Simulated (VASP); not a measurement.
The system is TePb.

```
Pb Te
1.0
     0.00000    3.26784    3.26784
     3.26784    0.00000    3.26784
     3.26784    3.26784    0.00000
Pb Te
1 1
Direct
  0.00000 0.00000 0.00000
  0.50000 0.50000 0.50000
```

Program: VASP 6.6.1. Alike in all runs: task single point; potentials or basis VASP PAW PBE potentials, release 64 (Pb_d, Te); no spin polarisation; cell as given; cutoff (eV) 520; smearing gaussian 0.01 eV. Hardware: 1 thread of AMD EPYC 7R43 64-Core Processor (Zen 3), with other jobs on the host.

**Question.** Order these runs on this cell by their wall time, lowest first.
A. level r2SCAN; k mesh 4 × 4 × 4
B. level HSE06; k mesh 4 × 4 × 4; grid for exact exchange (PRECFOCK) Normal; screening parameter 0.2079 1/Å
C. level PBE; k mesh 6 × 6 × 6

**Answer.** C (38 s), A (91 s), B (1400 s).
